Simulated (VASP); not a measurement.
A run of VASP 6.6.1:

Contents of INCAR:

```
SYSTEM = HfMo
ALGO = Normal ; EDIFF = 1E-7
ENCUT = 520 ; GGA = PE
ISIF = 2 ; ISMEAR = 0
LASPH = .True. ; LCHARG = .True.
LELF = .True. ; LREAL = .False.
LVHAR = .True. ; LWAVE = .False.
NBANDS = 19 ; NELM = 80
PREC = Accurate ; SIGMA = 0.1
```

Contents of KPOINTS:

```
k-points
0
Gamma
  6 6 6
  0 0 0
```

POSCAR

```
HfMo
1.0
    3.3405330562      0.0000000000      0.0000000000
    0.0000000000      3.3405330562      0.0000000000
    0.0000000000      0.0000000000      3.3405330562
Hf Mo
1 1
Direct
    0.0000000000      0.0000000000      0.0000000000
    0.5000000000      0.5000000000      0.5000000000
```

Potentials or basis: VASP PAW PBE potentials, release 64 (Hf_pv, Mo_sv).

Run with:

```console
$ cat potpaw_PBE.64/Hf_pv/POTCAR potpaw_PBE.64/Mo_sv/POTCAR > POTCAR
$ mpirun -np 1 vasp_std > vasp.out
```

Hardware: 1 thread of Intel(R) Xeon(R) 6975P-C (Granite Rapids), with other jobs on the host.

**Question.** Estimate the wall time of this run.

**Answer.** Wall time 7.6 s on 1 thread of Intel(R) Xeon(R) 6975P-C (Granite Rapids), with other jobs on the host, peak memory 0.16 GiB. Counts: scf iterations 15, k points 20.
